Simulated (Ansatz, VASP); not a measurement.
**Two plane-wave programs on FeO**

INCAR

```
  ALGO = Normal
  EDIFF = 1E-6
  ENCUT = 520
  GGA = PE
  ISIF = 2
  ISMEAR = 0
  ISPIN = 2
  LASPH = T
  LCHARG = F
  LMAXMIX = 4
  LORBIT = 11
  LREAL = F
  LWAVE = F
  MAGMOM = 4 4 0 0
  NBANDS = 26
  NELM = 150
  PREC = Accurate
  SIGMA = 0.1
```

The input KPOINTS:

```
k-points
0
Gamma
  6 6 4
```

POSCAR

```
FeO
1.0
    2.6281662533     -1.6021035014      0.0000000000
    2.6281662533      1.6021035014      0.0000000000
   -1.3498295265      0.0000000000      5.0800586090
Fe O
2 2
Direct
    0.5000000000      0.5000000000      0.5000000000
    0.0000000000      0.0000000000      0.0000000000
    0.7500000000      0.7500000000      0.2500000000
    0.2500000000      0.2500000000      0.7500000000
```

Input for Ansatz:

```yaml
crystal:
  lattice:
    - [2.6281662533, -1.6021035014, 0.0]
    - [2.6281662533, 1.6021035014, 0.0]
    - [-1.3498295265, 0.0, 5.080058609]
  atoms:
    - { symbol: Fe, position: [0.5, 0.5, 0.5], spin: 4.0 }
    - { symbol: Fe, position: [0.0, 0.0, 0.0], spin: 4.0 }
    - { symbol: O, position: [0.75, 0.75, 0.25] }
    - { symbol: O, position: [0.25, 0.25, 0.75] }
basis:
  ecutwfc: 420
kpoints:
  mp_grid: { grid: [6, 6, 4] }
hamiltonian:
  xc: pbe
scf:
  occupations: { method: gaussian, width: 0.1 }
  lower_state_search: "off"
output:
  forces: true
  stress: true
  eigenvalues: true
  populations: true
magnetization:
  spin_polarized: true
```

Alike in both runs: task single point; functional PBE; k mesh 6 × 6 × 4; occupations gaussian, width 0.1 eV; collinear spin.

|  | VASP | Ansatz |
| --- | --- | --- |
| version | VASP 6.6.1 | Ansatz 0.2.0 |
| potentials or method | VASP PAW PBE potentials, release 64 (Fe, O), cutoff 520 eV | scalar-relativistic, plane waves, PAW |
| valence electrons in the cell | 28 | 44 |

```csv
,VASP,Ansatz,Ansatz less VASP
gap on the k mesh at the Fermi level (eV),none,none,-
pressure (GPa),-8.6,-8.6,+0.01
"traceless stress, the component that is largest in VASP (GPa)",-2.47,-2.29,+0.178
net moment per atom (μB),2.00,2.00,0.000
size of the moment on the site where the two differ most (μB),3.62,3.40,-0.220
```

Site moments also hang on the region over which each program counts them. A gap of «none» marks a metal or a gap that the smearing closes. VASP's potentials hold 28 valence electrons a cell and Ansatz's 44, so a difference there can come from the potentials and not from the codes.

The k mesh is coarse, so the values compare programs but aren't converged.
